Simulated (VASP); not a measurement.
SiO: single point with PBE

SiO:

```
Si O
1.0
     2.80697    0.00000    0.00000
     0.00000    2.80697    0.00000
     0.00000    0.00000    2.69469
Si O
1 1
Direct
  0.00000 0.00000 0.00000
  0.50000 0.50000 0.50000
```

- Program: VASP 6.6.1
- Task: single point
- Functional: PBE
- Potentials or basis: VASP PAW PBE potentials, release 64 (Si, O)
- Cutoff: 520 eV
- k mesh: 8 × 8 × 8
- Occupations: fermi-dirac, width 0.05 eV
- Spin: no spin polarisation
- Dipole correction: no
- Further INCAR settings: ALGO = Normal; EDIFF = 1e-06; NBANDS = 12

| Property | Result |
| --- | --- |
| Pressure | 4.9 GPa |
| Band gap on the k mesh | zero (band 5 reaches 9.02 eV, above the bottom of band 6 at 7.94 eV) |

Stress tensor (GPa, compression positive):
```
3.95 0.00 0.00
0.00 3.95 0.00
0.00 0.00 6.91
```

Levels at points of the mesh, in eV from the Fermi level:
| k point | band 3 | band 4 | band 5 | band 6 | band 7 | band 8 |
| --- | --- | --- | --- | --- | --- | --- |
| (0.00, 0.00, 0.00) | -3.71 | -3.71 | -3.09 | 5.60 | 6.13 | 8.19 |
| (0.50, 0.00, 0.00) | -2.88 | -2.41 | -0.85 | 1.04 | 6.38 | 7.77 |
| (0.50, 0.50, 0.00) | -7.65 | -5.69 | -1.94 | 4.31 | 4.31 | 8.99 |
| (0.00, 0.00, 0.50) | -2.77 | -2.77 | -1.36 | 1.07 | 6.83 | 6.83 |
| (0.50, 0.00, 0.50) | -7.44 | -5.01 | -2.24 | 3.66 | 4.21 | 8.13 |
| (0.50, 0.50, 0.50) | -5.28 | -5.28 | -1.29 | -0.73 | -0.73 | -0.56 |

It took 6.5 s on 1 thread of Intel Xeon 6975P-C (shared host), peak memory 0.14 GiB.
